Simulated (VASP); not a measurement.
# BP (F-43m) in VASP: further runs

The runs below take BP through vibrations by perturbation theory, with PBE.

All numbers are computed with VASP 6.6.1; they aren't measurements. Logs are shortened: lines on timing, memory, paths and dates and some standing lists are left out, and cuts for length are marked.

### Step 1. The cell of the first run

The structure is cubic, space group F-43m (No. 216). Conventional cell: a = 4.397 Å, b = 4.397 Å, c = 4.397 Å, α = 90.00°, β = 90.00°, γ = 90.00°. Within 2.5 Å of B (site symmetry -43m) lie 4 P at 1.90 Å. P (site symmetry -43m) has 4 B at 1.90 Å within 2.5 Å.

### Step 2. Vibrations by perturbation theory, PBE

The input, INCAR:

```
PREC = Accurate
ENCUT = 520
EDIFF = 1E-8
ISMEAR = 0
SIGMA = 0.01
LREAL = F
LASPH = T
NELM = 60
ALGO = Normal
ISIF = 2
LWAVE = F
LCHARG = F
GGA = PE
IBRION = 8
NSW = 1
LEPSILON = T
```

The input, KPOINTS:

```
regular mesh
0
Gamma
  10 10 10
```

The input, POSCAR:

```
BP
1.0
    0.0000000000      2.1982866375      2.1982866375
    2.1982866375      0.0000000000      2.1982866375
    2.1982866375      2.1982866375      0.0000000000
B P
1 1
Direct
    0.0000000000      0.0000000000      0.0000000000
    0.7500000000      0.7500000000      0.7500000000
```

Potentials or basis: VASP PAW PBE potentials, release 64 (B, P).

The run is started by

```console
$ cat potpaw_PBE.64/B/POTCAR potpaw_PBE.64/P/POTCAR > POTCAR
$ mpirun -np 1 vasp_std > vasp.out
```

OUTCAR:

```text
PREC = Accurate
   ENCUT = 520
   EDIFF = 1E-8
   ISMEAR = 0
   LREAL = F
   LASPH = T
   NELM = 60
   ISIF = 2
   GGA = PE
   IBRION = 8
   NSW = 1
   LEPSILON = T

 ion  position               nearest neighbor table
   1  0.000  0.000  0.000-   2 1.90   2 1.90   2 1.90   2 1.90
   2  0.750  0.750  0.750-   1 1.90   1 1.90   1 1.90   1 1.90

  LATTYP: Found a face centered cubic cell.
 ALAT       =     4.3965732750

  Lattice vectors:

 A1 = (   0.0000000000,   2.1982866375,   2.1982866375)
 A2 = (   2.1982866375,   0.0000000000,   2.1982866375)
 A3 = (   2.1982866375,   2.1982866375,   0.0000000000)

Analysis of symmetry for initial positions (statically):
=====================================================================
 Subroutine PRICEL returns:
 Original cell was already a primitive cell.

 Routine SETGRP: Setting up the symmetry group for a
 face centered cubic supercell.

 Subroutine GETGRP returns: Found 24 space group operations
 (whereof 24 operations were pure point group operations)
 out of a pool of 48 trial point group operations.

The static configuration has the point symmetry T_d .

Analysis of symmetry for dynamics (positions and initial velocities):
=====================================================================
 Subroutine PRICEL returns:
 Original cell was already a primitive cell.

 Routine SETGRP: Setting up the symmetry group for a
 face centered cubic supercell.

 Subroutine GETGRP returns: Found 24 space group operations
 (whereof 24 operations were pure point group operations)
 out of a pool of 48 trial point group operations.

The dynamic configuration has the point symmetry T_d .

 Subroutine INISYM returns: Found 24 space group operations
 (whereof 24 operations are pure point group operations),
 and found     1 'primitive' translations

----------------------------------------------------------------------------------------

                                     Primitive cell

  volume of cell :      21.2463

  direct lattice vectors                    reciprocal lattice vectors
     0.000000000  2.198286637  2.198286637    -0.227449865  0.227449865  0.227449865
     2.198286637  0.000000000  2.198286637     0.227449865 -0.227449865  0.227449865
     2.198286637  2.198286637  0.000000000     0.227449865  0.227449865 -0.227449865

  length of vectors
     3.108846777  3.108846777  3.108846777     0.393954723  0.393954723  0.393954723

  position of ions in fractional coordinates (direct lattice)
     0.000000000  0.000000000  0.000000000
     0.750000000  0.750000000  0.750000000

  ion indices of the primitive-cell ions
   primitive index   ion index
                 1           1
                 2           2

----------------------------------------------------------------------------------------

 KPOINTS: regular mesh

Automatic generation of k-mesh.
 Grid dimensions read from file:
 generate k-points for:   10   10   10

 Generating k-lattice:

  Cartesian coordinates                     Fractional coordinates (reciprocal lattice)
    -0.022744987  0.022744987  0.022744987     0.100000000  0.000000000  0.000000000
[... 413 lines left out ...]
  ---------------------------------------------------
  free energy    TOTEN  =        -0.51573586 eV

  energy without entropy =       -0.51573586

------------------------ aborting loop because EDIFF is reached ----------------------------------------

--------------------------------------- Ionic step        2  -------------------------------------------

------------------------ aborting loop because EDIFF is reached ----------------------------------------

--------------------------------------- Ionic step        3  -------------------------------------------

------------------------ aborting loop because EDIFF is reached ----------------------------------------

 PIEZOELECTRIC TENSOR FIELD DIRECTION 3  (e Angst)
 -----------------------------------------------------------------------------
    -0.00064 -0.35721  0.00000           ( -0.00000 -0.07734  0.00000)
    -0.35721 -0.00064  0.00000           ( -0.07734 -0.00000  0.00000)
     0.00000  0.00000  0.00020           (  0.00000  0.00000 -0.00000)

 PIEZOELECTRIC TENSOR FIELD DIRECTION 3  (C/m^2)
 -----------------------------------------------------------------------------
    -0.00048 -0.26937  0.00000
    -0.26937 -0.00048  0.00000
     0.00000  0.00000  0.00015

--------------------------------------- Ionic step        4  -------------------------------------------

------------------------ aborting loop because EDIFF is reached ----------------------------------------

[... ionic steps 5 to 6 ...]

--------------------------------------- Ionic step        7  -------------------------------------------

 Free energy of the ion-electron system (eV)
  ---------------------------------------------------
  ---------------------------------------------------
  free energy    TOTEN  =        -0.04070509 eV

  energy without entropy =       -0.04070509

------------------------ aborting loop because EDIFF is reached ----------------------------------------

 INTERNAL STRAIN TENSOR  FOR ION    2  DIRECTION 1   (eV/Angst):
 -----------------------------------------------------------------------------
    -0.00937  0.00000  0.00000
     0.00000  0.00761 11.23655
     0.00000 11.23655  0.00761

 MACROSCOPIC STATIC DIELECTRIC TENSOR (including local field effects in DFT)
 ------------------------------------------------------
           9.265399    -0.000000     0.000000
           0.000000     9.265399    -0.000000
           0.000000    -0.000000     9.265399
 ------------------------------------------------------

 PIEZOELECTRIC TENSOR (including local field effects)  for field in x, y, z        (e  Angst)
          XX          YY          ZZ          XY          YZ          ZX
  --------------------------------------------------------------------------------
  x     0.00000     0.00000    -0.00000     0.00000    -0.35332     0.00000
  y     0.00000    -0.00000     0.00000     0.00000     0.00000    -0.35332
  z    -0.00000    -0.00000     0.00000    -0.35332     0.00000     0.00000

 PIEZOELECTRIC TENSOR (including local field effects)  for field in x, y, z        (C/m^2)
          XX          YY          ZZ          XY          YZ          ZX
  --------------------------------------------------------------------------------
  x     0.00000     0.00000    -0.00000     0.00000    -0.26644     0.00000
  y     0.00000    -0.00000     0.00000     0.00000     0.00000    -0.26644
  z    -0.00000    -0.00000     0.00000    -0.26644     0.00000     0.00000

 BORN EFFECTIVE CHARGES (including local field effects) (in |e|, cummulative output)
 ---------------------------------------------------------------------------------
 ion    1
    1    -0.80790     0.00000     0.00000
    2    -0.00000    -0.80790     0.00000
    3     0.00000    -0.00000    -0.80790
 ion    2
    1     0.80790     0.00000    -0.00000
    2     0.00000     0.80790     0.00000
    3     0.00000     0.00000     0.80790

 INTERNAL STRAIN TENSOR FOR ION    2 for displacements in x,y,z  (eV/Angst):
          X           Y           Z          XY          YZ          ZX
  --------------------------------------------------------------------------------
  x    -0.00000     0.00000     0.00000     0.00000    11.23655     0.00000
  y     0.00000    -0.00000     0.00000     0.00000     0.00000    11.23655
  z     0.00000     0.00000    -0.00000    11.23655     0.00000     0.00000

 SECOND DERIVATIVES (NOT SYMMETRIZED)
 ------------------------------------
               1X          1Y          1Z          2X          2Y          2Z
  1X   -22.986874    0.000000    0.000000   22.986874    0.000000    0.000000
  1Y     0.000000  -22.986874    0.000000    0.000000   22.986874    0.000000
  1Z     0.000000    0.000000  -22.986874    0.000000    0.000000   22.986874
  2X    22.982800    0.000000    0.000000  -22.982800    0.000000    0.000000
  2Y     0.000000   22.982800    0.000000    0.000000  -22.982800    0.000000
  2Z     0.000000    0.000000   22.982800    0.000000    0.000000  -22.982800

 Eigenvectors and eigenvalues of the dynamical matrix
 ----------------------------------------------------

   1 f  =   26.476425 THz   166.356287 2PiTHz  883.158486 cm-1   109.497648 meV
             X         Y         Z           dx          dy          dz
      0.000000  0.000000  0.000000    -0.000000    0.860991    0.000000
      3.297430  3.297430  3.297430    -0.000000   -0.508621    0.000000
[... 21 lines left out ...]
   6 f/i=    0.001028 THz     0.006457 2PiTHz    0.034277 cm-1     0.004250 meV
             X         Y         Z           dx          dy          dz
      0.000000  0.000000  0.000000     0.496107   -0.112129    0.000000
      3.297430  3.297430  3.297430     0.839807   -0.189812    0.000000

--------------------------------------------------------------------------------------------------------

 MACROSCOPIC STATIC DIELECTRIC TENSOR IONIC CONTRIBUTION
 ------------------------------------------------------
           0.241858     0.000000    -0.000000
           0.000000     0.241858     0.000000
          -0.000000     0.000000     0.241858
 ------------------------------------------------------

 ELASTIC MODULI CONTR FROM IONIC RELAXATION (kBar)
 Direction    XX          YY          ZZ          XY          YZ          ZX
 --------------------------------------------------------------------------------
 XX          -0.0000     -0.0000     -0.0000      0.0000      0.0000      0.0000
 YY          -0.0000     -0.0000     -0.0000      0.0000      0.0000      0.0000
 ZZ          -0.0000     -0.0000     -0.0000      0.0000      0.0000      0.0000
 XY           0.0000      0.0000      0.0000   -432.7540      0.0000      0.0000
 YZ           0.0000      0.0000      0.0000      0.0000   -432.7540      0.0000
 ZX           0.0000      0.0000      0.0000      0.0000      0.0000   -432.7540
 --------------------------------------------------------------------------------

 PIEZOELECTRIC TENSOR IONIC CONTR  for field in x, y, z        (C/m^2)
          XX          YY          ZZ          XY          YZ          ZX
  --------------------------------------------------------------------------------
  x    -0.00000    -0.00000    -0.00000    -0.00000     0.30442     0.00000
  y    -0.00000    -0.00000    -0.00000     0.00000     0.00000     0.30442
  z    -0.00000    -0.00000    -0.00000     0.30442     0.00000     0.00000
```

It took 1.7 min on 1 thread of Intel Xeon 6975P-C, shared host; peak memory 0.2 GiB.

Results:

* Electronic dielectric tensor (diagonal): 9.27
* Born charges (mean of the diagonal): B -0.81; P +0.81 e
* Highest phonon frequency at Γ, LO-TO splitting left out: 883 cm⁻¹

Phonon frequencies in cm⁻¹ (negative: imaginary):
```csv
q point,frequencies
"(0.000, 0.000, 0.000)",0 0 0 883 883 883
```

Electronic dielectric tensor:
```
9.27 0.00 0.00
0.00 9.27 0.00
0.00 0.00 9.27
```

Born effective charge tensors (e):
atom 1, B
```
-0.81  0.00  0.00
 0.00 -0.81  0.00
 0.00  0.00 -0.81
```
atom 2, P
```
0.81 0.00 0.00
0.00 0.81 0.00
0.00 0.00 0.81
```

Caveat: the cell wasn't relaxed at this level first, which shifts response properties.

[end of part 1 of 3]
